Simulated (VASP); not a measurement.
A run of VASP 6.6.1 is set up as follows.

File INCAR:

```
SYSTEM = NiO
ALGO     = Normal         ! electronic algorithm
EDIFF    = 1E-6           ! SCF threshold, eV
ENCUT    = 520            ! plane-wave cutoff, eV
ISIF     = 2              ! what is computed and relaxed
ISMEAR   = -1             ! smearing method
ISPIN    = 2              ! spin polarisation
LASPH    = .TRUE.         ! aspherical terms in the spheres
LCHARG   = .FALSE.        ! write CHGCAR
LMAXMIX  = 4              ! l up to which the mixer works
LORBIT   = 11             ! projections on sites
LREAL    = .FALSE.        ! projectors in reciprocal space
LWAVE    = .FALSE.        ! write WAVECAR
MAGMOM   = 1 0            ! initial moments
NBANDS   = 19             ! bands
NELM     = 150            ! most SCF steps
PREC     = Accurate       ! precision mode
SIGMA    = 0.05           ! smearing width, eV
```

KPOINTS

```
k-points
0
G
  11 11 11
  0 0 0
```

Contents of POSCAR:

```
NiO
1.0
    0.0000000000      2.0859016414      2.0859016414
    2.0859016414      0.0000000000      2.0859016414
    2.0859016414      2.0859016414      0.0000000000
Ni O
1 1
Direct
    0.0000000000      0.0000000000      0.0000000000
    0.5000000000      0.5000000000      0.5000000000
```

Potentials or basis: VASP PAW LDA potentials, release 64 (Ni, O).

Command:

```sh
$ cat potpaw_LDA.64/Ni/POTCAR potpaw_LDA.64/O/POTCAR > POTCAR
$ mpirun -np 1 vasp_std > vasp.out
```

Problem. Predict the site moments.

Solution. Ni +0.20; O +0.03 μB.

Problem. What does it give for the pressure?

Solution. -19.6 GPa.

Problem. Predict the net moment.

Solution. 0.24 μB per cell.
